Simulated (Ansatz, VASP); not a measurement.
One calculation of In, two programs

INCAR

```
ALGO = Fast
EDIFF = 1E-6
ENCUT = 520
GGA = PE
ISIF = 2
ISMEAR = 0
LASPH = T
LCHARG = T
LELF = T
LREAL = F
LVHAR = T
LWAVE = F
NBANDS = 12
NELM = 80
PREC = Accurate
SIGMA = 0.15
```

Contents of KPOINTS:

```
k-points
0
Gamma
  20 20 20
```

Contents of POSCAR:

```
In
1.0
   -1.5773655000      1.5773655000      2.5110592500
    1.5773655000     -1.5773655000      2.5110592500
    1.5773655000      1.5773655000     -2.5110592500
In
1
Direct
    0.0000000000      0.0000000000      0.0000000000
```

Input for Ansatz:

```yaml
crystal:
  lattice:
    - [-1.5773655, 1.5773655, 2.51105925]
    - [1.5773655, -1.5773655, 2.51105925]
    - [1.5773655, 1.5773655, -2.51105925]
  atoms:
    - { symbol: In, position: [0.0, 0.0, 0.0] }
basis:
  ecutwfc: 420
kpoints:
  mp_grid: { grid: [20, 20, 20] }
hamiltonian:
  xc: pbe
scf:
  occupations: { method: gaussian, width: 0.15 }
output:
  forces: true
  stress: true
  eigenvalues: true
```

Change from the starting cell: strain -0.030 along x and y, +0.015 along z, atoms carried along.

Alike in both runs: task single point; functional PBE; k mesh 20 × 20 × 20; occupations gaussian, width 0.15 eV; no spin polarisation.

```csv
,VASP,Ansatz
version,VASP 6.6.1,Ansatz 0.2.0
potentials or method,"VASP PAW PBE potentials, release 64 (In_d), cutoff 520 eV","scalar-relativistic, plane waves, PAW"
valence electrons in the cell,13,13
```

```csv
,VASP,Ansatz,Ansatz less VASP
gap on the k mesh at the Fermi level (eV),none,none,-
pressure (GPa),4.3,4.3,+0.03
"traceless stress, the component that is largest in VASP (GPa)",-0.12,-0.11,+0.012
```

A gap of «none» marks a metal or a gap that the smearing closes.
